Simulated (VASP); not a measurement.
A run of VASP 6.6.1 is set up as follows.

INCAR

```
PREC = Accurate
ENCUT = 520
EDIFF = 1E-7
ISMEAR = -1
SIGMA = 0.05
LREAL = F
LASPH = T
NELM = 80
ALGO = Fast
ISIF = 2
LWAVE = F
LCHARG = F
GGA = PS
NBANDS = 13
```

The input KPOINTS:

```
Automatic mesh
0
Gamma
  6 5 6
```

POSCAR

```
Sn
1.0
   -1.6664398100      1.7077874900      2.1828021800
    1.7938717800     -1.8589232500      2.3916531200
    1.6937133800      1.8854440200     -2.2975624100
Sn
1
Direct
    0.0000000000      0.0000000000      0.0000000000
```

Potentials or basis: VASP PAW PBE potentials, release 64 (Sn_d).

Launch:

```bash
$ cat potpaw_PBE.64/Sn_d/POTCAR > POTCAR
$ mpirun -np 1 vasp_std > vasp.out
```

Task: What does it give for the band gap on the k mesh?

Result: Zero (band 7 reaches 13.56 eV, above the bottom of band 8 at 5.47 eV).

Task: What does it give for the pressure?

Result: -3.8 GPa.

Stress tensor (GPa, compression positive):
```
-5.56  0.13  0.28
 0.13 -2.70 -1.05
 0.28 -1.05 -3.15
```

Caveat: the k points lie up to 0.44 Å⁻¹ apart; the PAW data sets were made with another functional, which shifts forces and pressure a little; spin-orbit coupling is left out, which moves the levels of the heavy elements.
